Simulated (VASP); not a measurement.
Pd, 1 atom in the cell. The structure is cubic, space group Fm-3m (No. 225). Conventional cell: a = 3.799 Å, b = 3.799 Å, c = 3.799 Å, α = 90.00°, β = 90.00°, γ = 90.00°. Within 3.5 Å of Pd (site symmetry m-3m) lie 12 Pd at 2.69 Å. 

| Quantity | Value |
| --- | --- |
| Program | VASP 6.6.1 |
| Task | relaxation of cell and atoms |
| Functional | PBE |
| Potentials or basis | VASP PAW PBE potentials, release 64 (Pd) |
| Cutoff | 500 eV |
| k mesh | 8 × 8 × 8 |
| Occupations | gaussian, width 0.1 eV |
| Spin | no spin polarisation |
| Dipole correction | no |
| Further INCAR settings | ALGO = Normal; EDIFF = 1e-07; IBRION = 2; EDIFFG = -0.05; NSW = 80; ISIF = 3 |

Potentials or basis: VASP PAW PBE potentials, release 64 (Pd).

The run is started by

```console
$ cat potpaw_PBE.64/Pd/POTCAR > POTCAR
$ mpirun -np 1 vasp_std > vasp.out
```

Hardware: 1 thread of Intel(R) Xeon(R) Platinum 8375C CPU @ 2.90GHz (Ice Lake), on a shared host.

How long does it take, and how much memory?

Run time: 11 s on 1 thread of Intel(R) Xeon(R) Platinum 8375C CPU @ 2.90GHz (Ice Lake), with other jobs on the host, peak memory 0.13 GiB. Counts: scf iterations 35, k points 29, ion steps 4.
